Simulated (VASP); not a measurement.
Set up this calculation in VASP 6.6.1, as the native input.

| Item | Value |
| --- | --- |
| Task | single point |
| Functional | PBE |
| Potentials or basis | VASP PAW PBE potentials, release 64 (In_d, Pd) |
| Cutoff | 520 eV |
| k mesh | 9 × 9 × 3 |
| Occupations | gaussian, width 0.1 eV |
| Spin | no spin polarisation |
| Dipole correction | no |
| Further INCAR settings | ALGO = Normal; EDIFF = 1e-06; NBANDS = 81 |

The structure of InPd (an interface model) lies in POSCAR:

```
InPd
1.0
    4.6743486032      0.0000000000      0.0000000000
   -2.3371743016      4.0481046365      0.0000000000
    0.0000000000      0.0000000000     11.9287865870
In Pd
6 6
Direct
    0.0000000000      0.0000000000      0.0200365081
    0.6666666667      0.3333333333      0.1795659899
    0.3333333333      0.6666666667      0.3350571738
    0.3333333333      0.6666666667      0.5816094928
    1.0000000000      0.0000000000      0.7371006768
    0.6666666667      0.3333333333      0.8966301585
    0.3333333333      0.6666666667      0.0868797135
    1.0000000000      0.0000000000      0.2541384736
    0.6666666667      0.3333333333      0.4120400185
    1.0000000000      1.0000000000      0.5046266482
    0.6666666667      0.3333333333      0.6625281931
    0.3333333333      0.6666666667      0.8297869531
```

One way to write it, as run:

INCAR

```
PREC = Accurate
ENCUT = 520
EDIFF = 1E-6
ISMEAR = 0
SIGMA = 0.1
LREAL = F
LASPH = T
NELM = 100
ALGO = Normal
ISIF = 2
LWAVE = F
LCHARG = T
GGA = PE
LELF = T
LVHAR = T
NBANDS = 81
```

KPOINTS

```
regular mesh
0
Gamma
  9 9 3
```

Potentials or basis: VASP PAW PBE potentials, release 64 (In_d, Pd).

Command:

```console
$ cat potpaw_PBE.64/In_d/POTCAR potpaw_PBE.64/Pd/POTCAR > POTCAR
$ mpirun -np 1 vasp_std > vasp.out
```

It gave:

```json
{"Pressure": "-1.8 GPa", "Largest force": "0.013 eV/Å", "Band gap on the k mesh": "zero (bands 69 and 70 overlap by 2.92 eV)"}
```

Caveat: spin-orbit coupling is left out, which moves the levels of the heavy elements.

It took 21 min on 1 thread of Intel(R) Xeon(R) Platinum 8259CL CPU @ 2.50GHz (Skylake/Cascade Lake), on a shared host, peak memory 0.58 GiB.
